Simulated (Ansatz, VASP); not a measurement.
One calculation of Fe, two programs

The input INCAR:

```
PREC     = Accurate       # precision mode
ENCUT    = 520            # plane-wave cutoff, eV
EDIFF    = 1E-6           # SCF threshold, eV
ISMEAR   = -1             # smearing method
SIGMA    = 0.05           # smearing width, eV
LREAL    = F              # projectors in reciprocal space
LASPH    = T              # aspherical terms in the spheres
NELM     = 150            # most SCF steps
ALGO     = Normal         # electronic algorithm
ISIF     = 2              # what is computed and relaxed
LWAVE    = F              # write WAVECAR
LCHARG   = F              # write CHGCAR
ISPIN    = 2              # spin polarisation
MAGMOM   = 3              # initial moments
LORBIT   = 11             # projections on sites
LMAXMIX  = 4              # l up to which the mixer works
GGA      = PS             # functional
NBANDS   = 14             # bands
```

KPOINTS

```
regular mesh
0
Gamma
  13 13 13
```

File POSCAR:

```
Fe
1.0
   -1.4525565699      1.4525565699      1.4525565699
    1.4525565699     -1.4525565699      1.4525565699
    1.4525565699      1.4525565699     -1.4525565699
Fe
1
Direct
    0.0000000000      0.0000000000      0.0000000000
```

Contents of input.yaml:

```yaml
crystal:
  lattice:
    - [-1.4525565699, 1.4525565699, 1.4525565699]
    - [1.4525565699, -1.4525565699, 1.4525565699]
    - [1.4525565699, 1.4525565699, -1.4525565699]
  atoms:
    - { symbol: Fe, position: [0.0, 0.0, 0.0], spin: 3.0 }
kpoints:
  mp_grid: { grid: [13, 13, 13] }
scf:
  occupations: { method: fermi_dirac, width: 0.05 }
hamiltonian:
  xc: pbesol
  pseudopotentials: { kind: all_electron, lapw: { basis_error: 0.001 } }
magnetization:
  spin_polarized: true
output:
  forces: true
  stress: true
  eigenvalues: true
```

Change from the starting cell: volume scaled by 1.02.

Alike in both runs: task single point; functional PBEsol; k mesh 13 × 13 × 13; occupations fermi-dirac, width 0.05 eV; collinear spin.

|  | VASP | Ansatz |
| --- | --- | --- |
| version | VASP 6.6.1 | Ansatz 0.2.0 |
| potentials or method | VASP PAW PBE potentials, release 64 (Fe), cutoff 520 eV | all-electron LAPW, scalar-relativistic |

Ansatz gave:

* gap on the k mesh at the Fermi level (eV): none
* pressure (GPa): -19.8
* net moment per atom (μB): 2.32
* size of the moment on the site where the two differ most (μB): 2.38

Estimate VASP's values.

gap on the k mesh at the Fermi level (eV): none; pressure (GPa): -19.0; net moment per atom (μB): 2.36; size of the moment on the site where the two differ most (μB): 2.36.

VASP's potentials were made for PBE, not for PBEsol. Site moments also hang on the region over which each program counts them. A gap of «none» marks a metal or a gap that the smearing closes. Ansatz ran all-electron here, and VASP with PAW potentials.
